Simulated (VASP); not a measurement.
Write the native input for VASP 6.6.1 that does the following.

- Task: single point
- Functional: PBE
- Potentials or basis: VASP PAW PBE potentials, release 64 (Sb)
- Cutoff: 520 eV
- k mesh: 8 × 8 × 8
- Occupations: gaussian, width 0.026 eV
- Spin: no spin polarisation
- Dipole correction: no
- Further INCAR settings: ALGO = Normal; EDIFF = 1e-06; NBANDS = 12

The structure of Sb lies in POSCAR:

```
Sb
1.0
    2.1542000000      1.2437279499      3.7580000000
   -2.1542000000      1.2437279499      3.7580000000
    0.0000000000     -2.4874558998      3.7580000000
Sb
2
Direct
    0.7665100000      0.7665100000      0.7665100000
    0.2334900000      0.2334900000      0.2334900000
```

The input as run:

INCAR

```
PREC = Accurate
ENCUT = 520
EDIFF = 1E-6
ISMEAR = 0
SIGMA = 0.026000000000000002
LREAL = F
LASPH = T
NELM = 100
ALGO = Normal
ISIF = 2
LWAVE = F
LCHARG = F
GGA = PE
NBANDS = 12
```

KPOINTS

```
Automatic mesh
0
Gamma
  8 8 8
```

Potentials or basis: VASP PAW PBE potentials, release 64 (Sb).

Launch:

```bash
$ cat potpaw_PBE.64/Sb/POTCAR > POTCAR
$ mpirun -np 1 vasp_std > vasp.out
```

It gave:

```
Pressure               : 2.8 GPa
Largest force          : 0.185 eV/Å
Band gap on the k mesh : zero (bands 5 and 6 overlap by 0.30 eV)
```

Caveat: spin-orbit coupling is left out, which moves the levels of the heavy elements.

Wall time 45 s on 1 thread of Intel Xeon 8259CL (shared host), peak memory 0.22 GiB.
